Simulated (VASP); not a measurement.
# RbBr in VASP: further runs, part 2 of 2

VASP 6.6.1. Earlier steps stand in the parts before.

### 4 Electric field gradients, PBE (atom 2 (Br) moved by [0.0, 0.0, 0.03] A)

Contents of INCAR:

```
SYSTEM = RbBr
PREC = Accurate ; ENCUT = 520
EDIFF = 1E-8 ; ISMEAR = -1
SIGMA = 0.03 ; LREAL = .False.
LASPH = .True. ; NELM = 60
ALGO = Normal ; ISIF = 2
LWAVE = .False. ; LCHARG = .False.
GGA = PE ; LEFG = .True.
NBANDS = 15
```

Contents of KPOINTS:

```
regular mesh
0
Gamma
  7 7 7
  0 0 0
```

Contents of POSCAR:

```
RbBr
1.0
    0.0000000000      3.4275000000      3.4275000000
    3.4275000000      0.0000000000      3.4275000000
    3.4275000000      3.4275000000      0.0000000000
Rb Br
1 1
Direct
    0.0000000000      0.0000000000      0.0000000000
    0.5043763676      0.5043763676      0.4956236324
```

Potentials or basis: VASP PAW PBE potentials, release 64 (Rb_sv, Br).

Command:

```console
$ cat potpaw_PBE.64/Rb_sv/POTCAR potpaw_PBE.64/Br/POTCAR > POTCAR
$ mpirun -np 1 vasp_std > vasp.out
```

OUTCAR:

```text
SYSTEM = RbBr
   PREC = Accurate
   ENCUT = 520
   EDIFF = 1E-8
   ISMEAR = -1
   LREAL = .False.
   LASPH = .True.
   NELM = 60
   ISIF = 2
   GGA = PE

 ion  position               nearest neighbor table
   1  0.000  0.000  0.000-   2 3.40   2 3.43   2 3.43   2 3.43   2 3.43   2 3.46
   2  0.504  0.504  0.496-   1 3.40   1 3.43   1 3.43   1 3.43   1 3.43   1 3.46

  LATTYP: Found a face centered cubic cell.
 ALAT       =     6.8550000000

  Lattice vectors:

 A1 = (   0.0000000000,   3.4275000000,   3.4275000000)
 A2 = (   3.4275000000,   0.0000000000,   3.4275000000)
 A3 = (   3.4275000000,   3.4275000000,   0.0000000000)

Analysis of symmetry for initial positions (statically):
=====================================================================
 Subroutine PRICEL returns:
 Original cell was already a primitive cell.

 Routine SETGRP: Setting up the symmetry group for a
 face centered cubic supercell.

 Subroutine GETGRP returns: Found  8 space group operations
 (whereof  8 operations were pure point group operations)
 out of a pool of 48 trial point group operations.

The static configuration has the point symmetry C_4v.

Analysis of symmetry for dynamics (positions and initial velocities):
=====================================================================
 Subroutine PRICEL returns:
 Original cell was already a primitive cell.

 Routine SETGRP: Setting up the symmetry group for a
 face centered cubic supercell.

 Subroutine GETGRP returns: Found  8 space group operations
 (whereof  8 operations were pure point group operations)
 out of a pool of 48 trial point group operations.

The dynamic configuration has the point symmetry C_4v.
[... 165 lines left out ...]
     11       5.5263      0.00000
     12       5.5263      0.00000
     13       6.4137      0.00000
     14       6.4152      0.00000
[... 401 lines left out ...]
      2     -13.9422      2.00000
      3     -10.3475      2.00000
      4     -10.2634      2.00000
      5     -10.2283      2.00000
      6      -2.5075      2.00000
      7      -2.0958      2.00000
      8      -2.0567      2.00000
      9       5.2052      0.00000
     10       5.6235      0.00000
     11       6.7264      0.00000
     12       7.2628      0.00000
     13       7.6344      0.00000
     14       9.3306      0.00000
     15       9.3561      0.00000

 [... further k-points ...]
[... 5 lines left out ...]
  --------------------------------------------------------------------------------------
  -------------------------------------------------------------------------------------
  Total        0.5133315      0.5133315      0.5219912      0.0000000      0.0000000     -0.0000000
  in kB       10.2128296     10.2128296     10.3851172      0.0000000      0.0000000     -0.0000000
  external PRESSURE =      10.2702588 kB  Pullay stress =       0.0000000 kB

 VOLUME and BASIS-vectors are now :
 -----------------------------------------------------------------------------
  energy-cutoff  :      520.00
  volume of cell :       80.53
      direct lattice vectors                 reciprocal lattice vectors
     0.000000000  3.427500000  3.427500000    -0.145878920  0.145878920  0.145878920
     3.427500000  0.000000000  3.427500000     0.145878920 -0.145878920  0.145878920
     3.427500000  3.427500000  0.000000000     0.145878920  0.145878920 -0.145878920

 POSITION                                       TOTAL-FORCE (eV/Angst)
 -----------------------------------------------------------------------------------
      0.00000      0.00000      0.00000         0.000000      0.000000      0.037764
      3.42750      3.42750      3.45750         0.000000      0.000000     -0.037764
 -----------------------------------------------------------------------------------
    total drift:                                0.000000      0.000000     -0.000054

  FREE ENERGIE OF THE ION-ELECTRON SYSTEM (eV)
  ---------------------------------------------------
  free  energy   TOTEN  =        -6.0970101542 eV

  energy  without entropy=       -6.0970101542  energy(sigma->0) =       -6.09701015

 Electric field gradients (V/A^2)
---------------------------------------------------------------------
 ion       V_xx      V_yy      V_zz      V_xy      V_xz      V_yz
---------------------------------------------------------------------
   1       0.047     0.047    -0.095    -0.000    -0.000    -0.000
   2       0.062     0.062    -0.124    -0.000    -0.000    -0.000
---------------------------------------------------------------------

 Electric field gradients after diagonalization (V/A^2)
 (convention: |V_zz| > |V_xx| > |V_yy|)
----------------------------------------------------------------------
 ion       V_xx      V_yy      V_zz     asymmetry (V_yy - V_xx)/ V_zz
----------------------------------------------------------------------
   1       0.047     0.047    -0.095       0.001
   2       0.062     0.061    -0.124       0.007
----------------------------------------------------------------------

           NMR quadrupolar parameters

 Cq : quadrupolar parameter    Cq=e*Q*V_zz/h
 eta: asymmetry parameters     (V_yy - V_xx)/ V_zz
 Q  : nuclear electric quadrupole moment in mb (millibarn)
----------------------------------------------------------------------
 ion       Cq(MHz)       eta       Q (mb)
----------------------------------------------------------------------
   1      -0.000       0.001       1.000
   2      -0.000       0.007       1.000
----------------------------------------------------------------------
```

Wall time 92 s (1 thread of Intel Xeon 8259CL, shared host); peak memory 0.22 GiB.

What came out:

```yaml
Free_energy: -6.0970 eV
Pressure: 1.0 GPa
Largest_force: 0.038 eV/Å
Band_gap_on_the_k_mesh: 4.36 eV, direct
```

Forces on the atoms (eV/Å):
```
Rb   0.000  0.000  0.038
Br   0.000  0.000 -0.038
```

Caveat: the cell differs from its parent crystal (atom 2 (Br) moved by [0.0, 0.0, 0.03] A); without QUAD_EFG the Cq values of the log hold for a quadrupole moment of 1 mb, not for the nuclei.

### 5 Summary

```tsv
cell	gap on the mesh (eV)	pressure (GPa)
a = 4.911 Å, angles 60.0°, 2 atoms	4.26	0.4
a = 4.775, b = 4.775, c = 4.702 Å, angles 60.5, 60.5, 59.0°, 2 atoms	4.50	2.2
a = 4.847 Å, angles 60.0°, 2 atoms	4.36	1.0
```

Alike in all rows: task electric field gradients; level PBE; potentials or basis VASP PAW PBE potentials, release 64 (Rb_sv, Br); no spin polarisation; k mesh 7 × 7 × 7; cutoff (eV) 520; smearing fermi-dirac 0.03 eV.

Absolute energies hang on the potentials; compare differences alone.
